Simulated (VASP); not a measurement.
**GaN (rocksalt type): single point with PBE**

GaN (rocksalt type):

```xyz
2
Lattice="0.0000 2.0908 2.0908 2.0908 0.0000 2.0908 2.0908 2.0908 0.0000" Properties=species:S:1:pos:R:3 pbc="T T T"
Ga    0.0000    0.0000    0.0000
N     2.0908    2.0908    2.0908
```

This cell differs from its parent crystal: volume scaled by 0.94.

```json
{
  "Program": "VASP 6.6.1",
  "Task": "single point",
  "Functional": "PBE",
  "Potentials or basis": "VASP PAW PBE potentials, release 64 (Ga_d, N)",
  "Cutoff": "520 eV",
  "k mesh": "15 × 15 × 15",
  "Occupations": "fermi-dirac, width 0.1 eV",
  "Spin": "no spin polarisation",
  "Dipole correction": "no",
  "Further INCAR settings": "ALGO = Normal; EDIFF = 1e-06; NBANDS = 16"
}
```

```
Pressure               : 15.8 GPa
Band gap on the k mesh : 0.88 eV, indirect (least direct gap 3.16 eV)
```

Levels at points of the mesh, in eV from the valence-band top:
| k point | band 7 | band 8 | band 9 | band 10 | band 11 | band 12 |
| --- | --- | --- | --- | --- | --- | --- |
| (0.00, 0.00, 0.00) | -0.54 | -0.54 | -0.54 | 2.62 | 14.92 | 14.92 |

Wall time 21 s on 1 thread of Intel Xeon 6975P-C (shared host), peak memory 0.16 GiB.

 A k mesh can miss the band edges.
